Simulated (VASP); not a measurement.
# SnO2 (P-1) in VASP: single point with PBE

Aim: the single point of SnO2 with PBE.

All numbers are computed with VASP 6.6.1; they aren't measurements. Logs are shortened: lines on timing, memory, paths and dates and some standing lists are left out, and cuts for length are marked.

### 1 The cell of the first run

The typed cell holds 12 atoms: a = 5.812 Å, b = 5.815 Å, c = 5.816 Å, α = 108.09°, β = 108.07°, γ = 112.34°.

### 2 Single point, PBE

Contents of INCAR:

```
ALGO     = Normal         # electronic algorithm
EDIFF    = 1E-6           # SCF threshold, eV
ENCUT    = 520            # plane-wave cutoff, eV
GGA      = PE             # functional
ISIF     = 2              # what is computed and relaxed
ISMEAR   = 0              # smearing method
LASPH    = True           # aspherical terms in the spheres
LCHARG   = True           # write CHGCAR
LELF     = True           # ELF
LREAL    = False          # projectors in reciprocal space
LVHAR    = True         
LWAVE    = False          # write WAVECAR
NBANDS   = 64             # bands
NELM     = 80             # most SCF steps
PREC     = Accurate       # precision mode
SIGMA    = 0.1            # smearing width, eV
```

Contents of KPOINTS:

```
k-points
0
Gamma
  4 4 4
```

Contents of POSCAR:

```
SnO2
1.0
   -3.2352881266     -3.4128675854      3.4154795047
   -3.2383057423      3.4167945070     -3.4144205057
    3.2394243214     -3.4162451716     -3.4149316053
Sn O
4 8
Direct
    0.7500000645      0.2500010801      0.0000049350
    0.2500031794      0.7499893940      0.9999939757
    1.0000461726      0.9999999025      0.5000423639
    0.4999667318      0.4999978408      0.4999630254
    0.9999979489      0.3065479056      0.8066182114
    0.5565372479      0.7499378478      0.3065805490
    0.4999126063      0.8065596715      0.8065192785
    0.9434721512      0.7500546096      0.6934185232
    0.0564806507      0.2498967848      0.3065994866
    0.4435269498      0.2501381859      0.6934393519
    0.4999793281      0.1934339026      0.1933639076
    0.0000769688      0.6934428747      0.1934563916
```

Potentials or basis: VASP PAW PBE potentials, release 64 (Sn_d, O).

The run is started by

```
> cat potpaw_PBE.64/Sn_d/POTCAR potpaw_PBE.64/O/POTCAR > POTCAR
> mpirun -np 1 vasp_std > vasp.out
```

OUTCAR:

```text
EDIFF = 1E-6
   ENCUT = 520
   GGA = PE
   ISIF = 2
   ISMEAR = 0
   LASPH = True
   LREAL = False
   NELM = 80
   PREC = Accurate

 ion  position               nearest neighbor table
   1  0.750  0.250  0.000-   7 2.09  12 2.09  11 2.09   5 2.09  10 2.09   9 2.09   2 3.24   2 3.24

   2  0.250  0.750  1.000-   5 2.09  11 2.09   7 2.09  12 2.09   8 2.09   6 2.09   1 3.24   1 3.24

   3  0.000  1.000  0.500-  10 2.09   6 2.09   8 2.09   9 2.09   5 2.09  12 2.09   4 3.24   4 3.24

   4  0.500  0.500  0.500-   9 2.09   8 2.09   6 2.09  10 2.09   7 2.09  11 2.09   3 3.24   3 3.24

   5  1.000  0.307  0.807-   2 2.09   1 2.09   3 2.09
   6  0.557  0.750  0.307-   3 2.09   4 2.09   2 2.09
   7  0.500  0.807  0.807-   1 2.09   2 2.09   4 2.09
   8  0.943  0.750  0.693-   4 2.09   3 2.09   2 2.09
   9  0.056  0.250  0.307-   4 2.09   3 2.09   1 2.09
  10  0.444  0.250  0.693-   3 2.09   4 2.09   1 2.09
  11  0.500  0.193  0.193-   2 2.09   1 2.09   4 2.09
  12  0.000  0.693  0.193-   1 2.09   2 2.09   3 2.09

  LATTYP: Found a triclinic cell.
 ALAT       =    15.2717700438
 B/A-ratio  =     0.6324590690
 C/A-ratio  =     0.3804528781
 COS(alpha) =     0.0003775428
 COS(beta)  =     0.2629295854
 COS(gamma) =     0.9486996313

  Lattice vectors:

 A1 = (   0.0018990366,  -6.8302114278,  13.6592521214)
 A2 = (   0.0030176157,  -6.8296620924,   6.8299000104)
 A3 = (   3.2341695475,   3.4123182500,   3.4138726063)

Analysis of symmetry for initial positions (statically):
=====================================================================
 Subroutine PRICEL returns:
 Original cell was already a primitive cell.

 Routine SETGRP: Setting up the symmetry group for a
 triclinic supercell.

 Subroutine GETGRP returns: Found  1 space group operations
 (whereof  1 operations were pure point group operations)
 out of a pool of  2 trial point group operations.

The static configuration has the point symmetry C_1 .

Analysis of symmetry for dynamics (positions and initial velocities):
=====================================================================
[... 135 lines left out ...]
   NFREE  =      0    steps in history (QN), initial steepest desc. (CG)
   ISIF   =      2    stress and relaxation
   ISYM   =      2    0-nonsym 1-usesym 2-fastsym
   POTIM  = 0.5000    time-step for ionic-motion
   TEBEG  =    0.0;   TEEND  =   0.0 temperature during run
   PSTRESS=    0.0 pullay stress
   NELECT =     104.0000    total number of electrons
   NUPDOWN=      -1.0000    fix difference up-down
   EMIN   =  10.00;   EMAX   =-10.00  energy-range for DOS
   EFERMI =   0.00;   METHOD = LEGACY
   ISMEAR =     0;   SIGMA  =   0.10  broadening in eV -4-tet -1-fermi 0-gaus
   EFERMI_NEDOS =   21; number of points for ismear=-14 and -15
   IALGO  =     38    algorithm
   IMIX   =      4    mixing-type and parameters
     AMIX     =   0.40;   BMIX     =  1.00
     AMIX_MAG =   1.60;   BMIX_MAG =  1.00
  volume/ion in A,a.u.               =      12.58        84.89
  Fermi-wavevector in a.u.,A,eV,Ry     =   1.445882  2.732321 28.444006  2.090575
  Thomas-Fermi vector in A             =   2.564014
   LORBIT       =      0    0 simple, 1 ext, 2 COOP (PROOUT), +10 PAW based schemes
   GGA     = PE    functional components
   LHFCALC =     F    Hartree Fock is set to
   AEXX    =    0.0000 exact exchange contribution
   IVDW    =     0    specifies the selected vdW correction
   LEPSILON=     F    determine dielectric tensor
   LRPA    =     F    only Hartree local field effects (RPA)
 non-spin polarized calculation
 Gauss-broadening in eV      SIGMA  =   0.10
  energy-cutoff  :      520.00
  volume of cell :      150.96
 maximum number of plane-waves:      4092
 NGX is ok and might be reduce to    48
   NGX = 21   NGY = 21   NGZ = 21

 number of electron     103.9999997 magnetization

 Free energy of the ion-electron system (eV)
  ---------------------------------------------------
  ext. energy  EPLUGINS =         0.00000000
  ---------------------------------------------------
  free energy    TOTEN  =       -74.62056272 eV

  energy without entropy =      -74.62056269  energy(sigma->0) =      -74.62056270

 E-fermi :   5.8633     XC(G=0): -10.9743

 val. band max:        5.5287506929   @ k =   0.0000   0.0000   0.0000
 cond. band min:       6.1978686710   @ k =   0.0000   0.0000   0.0000
 fundamental gap:      0.6691179781
 Fermi energy:         5.8633253168

 k-point     1 :       0.0000    0.0000    0.0000
  band No.  band energies     occupation
      1     -15.5075      2.00000
      2     -15.3034      2.00000
      3     -15.3031      2.00000
      4     -14.8810      2.00000
      5     -14.8809      2.00000
      6     -14.8449      2.00000
[... 1597 lines left out ...]
     63      16.0780      0.00000
     64      16.3329      0.00000

 [... further k-points ...]

------------------------ aborting loop because EDIFF is reached ----------------------------------------

  FORCE on cell =-STRESS in cart. coord.  units (eV):
  Direction    XX          YY          ZZ          XY          YZ          ZX
  --------------------------------------------------------------------------------------
  -------------------------------------------------------------------------------------
  Total        0.7978260      0.4180733      0.4061560      0.1000606      0.0056502      0.0258969
  in kB        8.4675880      4.4371481      4.3106661      1.0619755      0.0599675      0.2748518
  external PRESSURE =       5.7384674 kB  Pullay stress =       0.0000000 kB

 VOLUME and BASIS-vectors are now :
 -----------------------------------------------------------------------------
  energy-cutoff  :      520.00
  volume of cell :      150.96
      direct lattice vectors                 reciprocal lattice vectors
    -3.235288127 -3.412867585  3.415479505    -0.154562590 -0.146525523 -0.000037102
    -3.238305742  3.416794507 -3.414420506    -0.154497722 -0.000105325 -0.146452088
     3.239424321 -3.416245172 -3.414931605    -0.000112789 -0.146443723 -0.146438572

 POSITION                                       TOTAL-FORCE (eV/Angst)
 -----------------------------------------------------------------------------------
     -3.23603     -1.70547      1.70798        -0.000246     -0.000142      0.000078
      0.00188     -1.70689     -5.12181         0.000112      0.000027     -0.000067
     -1.61861      1.70837     -5.12187         0.000291      0.000818      0.000041
     -1.61709     -1.70593     -1.70692        -0.000144     -0.000467     -0.000014
     -1.61500     -5.12105     -0.38576        -0.000186      0.000298      0.017658
     -3.23594     -0.38436     -1.70671         0.001641      0.017847      0.000184
     -1.61659     -1.70555     -3.80070        -0.000044     -0.000627      0.017619
     -3.23503     -3.02605     -1.70657        -0.001647     -0.017439     -0.000075
      0.00123     -0.38633     -1.70736         0.001261      0.018233      0.000402
      0.00138     -3.02799     -1.70727        -0.001204     -0.017948      0.000283
     -1.61759     -1.70602      0.38688         0.000200     -0.000690     -0.018160
     -1.61914      1.70819     -3.02808        -0.000034      0.000092     -0.017948
 -----------------------------------------------------------------------------------
    total drift:                                0.000004     -0.000015      0.000005

  FREE ENERGIE OF THE ION-ELECTRON SYSTEM (eV)
  ---------------------------------------------------
  free  energy   TOTEN  =       -74.6205627151 eV

  energy  without entropy=      -74.6205626908  energy(sigma->0) =      -74.62056270
```

Wall time 6.3 min (1 thread of Intel Xeon Platinum 8259CL at 2.50GHz (Skylake/Cascade Lake), shared host); peak memory 0.47 GiB.

What came out:

```
Free energy            : -74.6206 eV
Pressure               : 0.6 GPa
Largest force          : 0.018 eV/Å
Band gap on the k mesh : 0.67 eV
```

Forces on the atoms (eV/Å):
```
Sn   0.000  0.000  0.000
Sn   0.000  0.000  0.000
Sn   0.000  0.001  0.000
Sn   0.000  0.000  0.000
O    0.000  0.000  0.018
O    0.002  0.018  0.000
O    0.000 -0.001  0.018
O   -0.002 -0.017  0.000
O    0.001  0.018  0.000
O   -0.001 -0.018  0.000
O    0.000 -0.001 -0.018
O    0.000  0.000 -0.018
```

Levels at points of the mesh, in eV from the valence-band top:
```tsv
k point	band 48	band 49	band 50	band 51	band 52	band 53	band 54	band 55	band 56	band 57
(0.00, 0.00, 0.00)	-0.78	-0.78	-0.74	-0.74	0.00	0.67	4.35	4.35	5.69	6.06
(0.50, 0.00, 0.00)	-1.07	-0.81	-0.81	-0.49	-0.49	4.01	4.01	5.60	5.60	8.36
(0.00, 0.50, 0.00)	-1.07	-0.81	-0.81	-0.49	-0.49	4.01	4.01	5.60	5.60	8.36
(0.50, 0.50, 0.00)	-1.01	-0.75	-0.75	-0.61	-0.61	3.88	3.88	5.84	5.85	6.81
(0.00, 0.00, 0.50)	-1.02	-0.75	-0.75	-0.61	-0.61	3.88	3.88	5.84	5.84	6.81
(0.50, 0.00, 0.50)	-1.07	-0.81	-0.81	-0.49	-0.49	4.01	4.01	5.60	5.61	8.36
(0.00, 0.50, 0.50)	-1.07	-0.81	-0.81	-0.48	-0.48	4.01	4.01	5.61	5.61	8.37
(0.50, 0.50, 0.50)	-1.33	-1.18	-1.18	-0.86	-0.85	4.27	4.27	5.58	5.58	7.15
```

Caveat: spin-orbit coupling is left out, which moves the levels of the heavy elements.
